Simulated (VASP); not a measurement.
A run of VASP 6.6.1:

Contents of INCAR:

```
SYSTEM = In2O
ALGO = Normal
EDIFF = 1E-6
ENCUT = 520
GGA = PE
ISIF = 2
ISMEAR = -1
LASPH = .TRUE.
LCHARG = .TRUE.
LELF = .TRUE.
LREAL = .FALSE.
LVHAR = .TRUE.
LWAVE = .FALSE.
NBANDS = 23
NELM = 60
PREC = Accurate
SIGMA = 0.06122561905347299
```

File KPOINTS:

```
k-points
0
G
  10 10 10
  0 0 0
```

Contents of POSCAR:

```
In2O
1.0
    0.0000000000      3.2687405474      3.2687405474
    3.2687405474      0.0000000000      3.2687405474
    3.2687405474      3.2687405474      0.0000000000
In O
2 1
Direct
    0.2500000000      0.2500000000      0.2500000000
    0.7500000000      0.7500000000      0.7500000000
    0.0000000000      0.0000000000      0.0000000000
```

Potentials or basis: VASP PAW PBE potentials, release 64 (In_d, O).

The run is started by

```console
$ cat potpaw_PBE.64/In_d/POTCAR potpaw_PBE.64/O/POTCAR > POTCAR
$ mpirun -np 1 vasp_std > vasp.out
```

Hardware: 1 thread of Intel Xeon 8259CL, with other jobs on the host.

Task: How long does it take, and how much memory?

Result: It took 2.6 min on 1 thread of Intel Xeon 8259CL (shared host), peak memory 0.24 GiB. Counts: scf iterations 21, k points 47.
